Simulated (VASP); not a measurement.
Write the native input for VASP 6.6.1 that does the following.

```yaml
Task: single point
Functional: HSE06
Potentials_or_basis: VASP PAW PBE potentials, release 64 (Cs_sv, Sn_d, I)
Cutoff: 520 eV
k_mesh: 2 × 2 × 2
Occupations: gaussian, width 0.01 eV
Spin: no spin polarisation
Dipole_correction: no
Grid_for_exact_exchange_PRECFOCK: Fast
Further_INCAR_settings: ALGO = Normal; EDIFF = 1e-06; NBANDS = 30
Share_of_exact_exchange: 0.25
Screening_parameter: 0.2079 1/Å
```

Crystal: CsSnI3.

```
CELL_PARAMETERS angstrom
6.24149 0.00000 0.00000
0.00000 6.24149 0.00000
0.00000 0.00000 6.24149
ATOMIC_POSITIONS crystal
Cs 0.00000 0.00000 0.00000
Sn 0.50000 0.50000 0.50000
I 0.50000 0.50000 0.00000
I 0.50000 0.00000 0.50000
I 0.00000 0.50000 0.50000
```

One way to write it, as run:

POSCAR

```
CsSnI3
1.0
    6.2414907048      0.0000000000      0.0000000000
    0.0000000000      6.2414907048      0.0000000000
    0.0000000000      0.0000000000      6.2414907048
Cs Sn I
1 1 3
Direct
    0.0000000000      0.0000000000      0.0000000000
    0.5000000000      0.5000000000      0.5000000000
    0.5000000000      0.5000000000      0.0000000000
    0.5000000000      0.0000000000      0.5000000000
    0.0000000000      0.5000000000      0.5000000000
```

INCAR.step1

```
SYSTEM = CsSnI3
PREC = Accurate
ENCUT = 520
EDIFF = 1E-5
ISMEAR = 0
SIGMA = 0.01
LREAL = .FALSE.
LASPH = .TRUE.
NELM = 100
ALGO = Normal
ISIF = 2
LWAVE = .TRUE.
LCHARG = .FALSE.
GGA = PE
NBANDS = 30
```

INCAR.step2

```
SYSTEM = CsSnI3
PREC = Accurate
ENCUT = 520
EDIFF = 1E-6
ISMEAR = 0
SIGMA = 0.01
LREAL = .FALSE.
LASPH = .TRUE.
NELM = 100
ALGO = Normal
ISIF = 2
LWAVE = .FALSE.
LCHARG = .FALSE.
GGA = PE
LHFCALC = .TRUE.
HFSCREEN = 0.2079
PRECFOCK = Fast
ISTART = 1
NBANDS = 30
```

KPOINTS

```
Automatic mesh
0
G
  2 2 2
  0 0 0
```

Potentials or basis: VASP PAW PBE potentials, release 64 (Cs_sv, Sn_d, I).

Run with:

```sh
$ cat potpaw_PBE.64/Cs_sv/POTCAR potpaw_PBE.64/Sn_d/POTCAR potpaw_PBE.64/I/POTCAR > POTCAR
$ cp INCAR.step1 INCAR
$ mpirun -np 1 vasp_std > vasp.out
$ cp INCAR.step2 INCAR
$ mpirun -np 1 vasp_std > vasp.out
```

It gave:

```
Pressure               : 1.4 GPa
Band gap on the k mesh : 0.85 eV
```

Caveat: the k points lie up to 0.50 Å⁻¹ apart; the PAW data sets were made with another functional, which shifts forces and pressure a little; spin-orbit coupling is left out, which moves the levels of the heavy elements.

Run time: 4.6 min on 1 thread of Intel(R) Xeon(R) Platinum 8488C (Sapphire Rapids) (shared host), peak memory 0.45 GiB.
